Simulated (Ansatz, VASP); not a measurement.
## Ti: VASP beside Ansatz

File INCAR:

```
PREC = Accurate
ENCUT = 520
EDIFF = 1E-7
ISMEAR = -1
SIGMA = 0.05
LREAL = F
LASPH = T
NELM = 60
ALGO = Normal
ISIF = 2
LWAVE = F
LCHARG = F
GGA = PS
NBANDS = 19
```

Contents of KPOINTS:

```
Automatic mesh
0
Gamma
  12 12 7
```

Contents of POSCAR:

```
Ti
1.0
    2.9162152113      0.0000000000      0.0000000000
   -1.4581076057      2.5255164559      0.0000000000
    0.0000000000      0.0000000000      4.7242686424
Ti
2
Direct
    0.2133333333      0.6066666667      0.1600000000
    0.7866666667      0.3933333333      0.8400000000
```

Input for Ansatz:

```yaml
crystal:
  lattice:
    - [2.9162152113, 0.0, 0.0]
    - [-1.4581076057, 2.5255164559, 0.0]
    - [0.0, 0.0, 4.7242686424]
  atoms:
    - { symbol: Ti, position: [0.2133333333, 0.6066666667, 0.16] }
    - { symbol: Ti, position: [0.7866666667, 0.3933333333, 0.84] }
kpoints:
  mp_grid: { grid: [12, 12, 7] }
scf:
  occupations: { method: fermi_dirac, width: 0.05 }
hamiltonian:
  xc: pbesol
  pseudopotentials: { kind: paw }
output:
  forces: true
  stress: true
  eigenvalues: true
  populations: true
```

Change from the starting cell: shortest bond scaled by 0.64, PAW files.

Alike in both runs: task single point; functional PBEsol; k mesh 12 × 12 × 7; occupations fermi-dirac, width 0.05 eV; no spin polarisation.

|  | VASP | Ansatz |
| --- | --- | --- |
| version | VASP 6.6.1 | Ansatz 0.2.0 |
| potentials or method | VASP PAW PBE potentials, release 64 (Ti_sv) | PAW with Ansatz's default frozen-core files, scalar-relativistic |
| plane-wave cutoff (eV) | 520 | 420 |
| valence electrons in the cell | 24 | 24 |

|  | VASP | Ansatz | Ansatz less VASP |
| --- | --- | --- | --- |
| pressure (GPa) | 19.9 | 16.7 | -3.28 |
| traceless stress, the component that is largest in VASP (GPa) | 11.13 | 7.69 | -3.432 |
| rms of the force components (eV/Å) | 4.158 | 3.532 | -0.6256 |

VASP's potentials were made for PBE, not for PBEsol. Atom by atom the forces differ by 0.683 eV/Å (rms over components). The functional is the same, so the differences come from potentials, cutoffs and numerics.
